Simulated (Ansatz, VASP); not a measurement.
**BeS: VASP beside Ansatz**

```
Be S
1.0
     0.00000    2.43515    2.43515
     2.43515    0.00000    2.43515
     2.43515    2.43515    0.00000
Be S
1 1
Cartesian
  0.0000 0.0000 0.0000
  3.6527 3.6527 3.6527
```

Alike in both runs: task single point; functional PBE; k mesh 8 × 8 × 8; no spin polarisation.

```csv
,VASP,Ansatz
version,VASP 6.6.1,Ansatz 0.2.0
potentials or method,"VASP PAW PBE potentials, release 64 (Be, S), cutoff 600 eV","scalar-relativistic, plane waves, PAW"
occupations,"gaussian, width 0.01 eV",fixed
valence electrons in the cell,8,8
```

Ansatz gave:

| Item | Value |
| --- | --- |
| gap on the k mesh at the Fermi level (eV) | 3.14 |
| least direct gap on the mesh (eV) | 5.66 |
| pressure (GPa) | 0.3 |

Q: What did VASP give for the same quantities?

A: gap on the k mesh at the Fermi level (eV): 3.14; least direct gap on the mesh (eV): 5.67; pressure (GPa): 0.4.
